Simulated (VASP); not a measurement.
Wanted: the native input for a VASP 6.6.1 run.

```yaml
Task: single point
Functional: PBE
Potentials_or_basis: VASP PAW PBE potentials, release 64 (Pd)
Cutoff: 520 eV
k_mesh: 8 × 8 × 8
Occupations: gaussian, width 0.15 eV
Spin: no spin polarisation
Dipole_correction: no
Further_INCAR_settings: ALGO = Normal; EDIFF = 1e-06; NBANDS = 11
```

The structure of Pd lies in POSCAR:

```
Pd
1.0
    0.0000000000      1.9449000000      1.9449000000
    1.9449000000      0.0000000000      1.9449000000
    1.9449000000      1.9449000000      0.0000000000
Pd
1
Direct
    0.0000000000      0.0000000000      0.0000000000
```

The input as run:

INCAR

```
ALGO = Normal
EDIFF = 1E-6
ENCUT = 520
GGA = PE
ISIF = 2
ISMEAR = 0
LASPH = T
LCHARG = F
LREAL = F
LWAVE = F
NBANDS = 11
NELM = 60
PREC = Accurate
SIGMA = 0.15
```

KPOINTS

```
k-points
0
Gamma
  8 8 8
```

Potentials or basis: VASP PAW PBE potentials, release 64 (Pd).

The run is started by

```bash
$ cat potpaw_PBE.64/Pd/POTCAR > POTCAR
$ mpirun -np 1 vasp_std > vasp.out
```

It gave:

```yaml
Pressure: 8.1 GPa
Band_gap_on_the_k_mesh: zero (band 5 reaches 10.16 eV, above the bottom of band 6 at 8.55 eV)
```

It took 4 s on 1 thread of Intel(R) Xeon(R) Platinum 8259CL CPU @ 2.50GHz (Skylake/Cascade Lake) (shared host), peak memory 0.12 GiB.
